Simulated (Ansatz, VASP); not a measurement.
One calculation of C, two programs

```
CELL_PARAMETERS angstrom
0.00000 1.76605 1.76605
1.76605 0.00000 1.76605
1.76605 1.76605 0.00000
ATOMIC_POSITIONS crystal
C 0.50000 0.50000 0.50000
C 0.75000 0.75000 0.75000
```

Alike in both runs: task relaxation of cell and atoms; functional LDA; k mesh 8 × 8 × 8; occupations gaussian, width 0.02 eV; no spin polarisation.

|  | VASP | Ansatz |
| --- | --- | --- |
| version | VASP 6.6.1 | Ansatz 0.2.0 |
| potentials or method | VASP PAW LDA potentials, release 64 (C), cutoff 600 eV | scalar-relativistic, plane waves, PAW |
| valence electrons in the cell | 8 | 8 |

Ansatz gave:

* gap on the k mesh at the Fermi level, each at its own relaxed structure (eV): 4.17
* relaxed volume (Å³/atom): 5.51
* relaxed cell length with the largest relative difference (Å): 2.497

Task: Which values does VASP return?

Result: gap on the k mesh at the Fermi level, each at its own relaxed structure (eV): 4.17; relaxed volume (Å³/atom): 5.52; relaxed cell length with the largest relative difference (Å): 2.499.

LDA's correlation is that of Perdew and Zunger in VASP and of Perdew and Wang (1992) in Ansatz.
